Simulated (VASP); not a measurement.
Runs of VASP 6.6.1 on TiSn. The structure is that of space group Fm-3m (No. 225), or close to it. The cells are those of the table. 

```csv
level,cell,k mesh,gap on the mesh (eV),pressure (GPa)
PBE,"a = 4.038 Å, angles 60.0°, 2 atoms",8 × 8 × 8,none,(a)
PBE,"a = 3.961 Å, angles 60.0°, 2 atoms",5 × 5 × 5,none,0.0
r2SCAN,"a = 3.961 Å, angles 60.0°, 2 atoms",5 × 5 × 5,none,-0.7
PBE,"a = 3.745 Å, angles 60.0°, 2 atoms",8 × 8 × 8,none,20.0
```

Alike in all rows: task single point; potentials or basis VASP PAW PBE potentials, release 64 (Ti_sv, Sn_d); no spin polarisation; cutoff (eV) 520; smearing fermi-dirac 0.05 eV.

Task: Estimate the missing entries.

Result: (a) -4.3.

Caveats: some runs use coarse meshes; spin-orbit coupling is left out, which moves the levels of the heavy elements; the PAW data sets were made with another functional, which shifts forces and pressure a little (some runs).

A k mesh can miss the band edges, and the runs leave out spin-orbit coupling on Sn.

A gap of «none» marks levels without a gap at the run's occupations.
